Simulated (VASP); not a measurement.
GeMo: single point with PBE

Crystal: GeMo.

```
Ge Mo
1.0
     0.00000    3.17859    3.17859
     3.17859    0.00000    3.17859
     3.17859    3.17859    0.00000
Ge Mo
2 2
Direct
  0.50000 0.50000 0.50000
  0.75000 0.75000 0.75000
  0.00000 0.00000 0.00000
  0.25000 0.25000 0.25000
```

| Quantity | Value |
| --- | --- |
| Program | VASP 6.6.1 |
| Task | single point |
| Functional | PBE |
| Potentials or basis | VASP PAW PBE potentials, release 64 (Ge_d, Mo_sv) |
| Cutoff | 520 eV |
| k mesh | 4 × 4 × 4 |
| Occupations | gaussian, width 0.1 eV |
| Spin | no spin polarisation |

| Item | Value |
| --- | --- |
| Pressure | 0.3 GPa |
| Band gap on the k mesh | 0.34 eV, indirect (least direct gap 0.65 eV) |

Levels at points of the mesh, in eV from the valence-band top:
| k point | band 26 | band 27 | band 28 | band 29 | band 30 | band 31 |
| --- | --- | --- | --- | --- | --- | --- |
| (0.00, 0.00, 0.00) | -2.25 | -2.25 | -2.25 | 1.91 | 1.91 | 1.91 |
| (0.50, 0.00, 0.00) | -1.77 | 0.00 | 0.00 | 1.05 | 1.05 | 2.02 |
| (0.50, 0.50, 0.00) | -1.47 | -0.50 | -0.50 | 0.68 | 0.68 | 0.87 |

Wall time 16 s on 1 thread of Intel(R) Xeon(R) Platinum 8488C (Sapphire Rapids), on a shared host, peak memory 0.2 GiB.

Caveat: the k points lie up to 0.43 Å⁻¹ apart. A k mesh can miss the band edges.
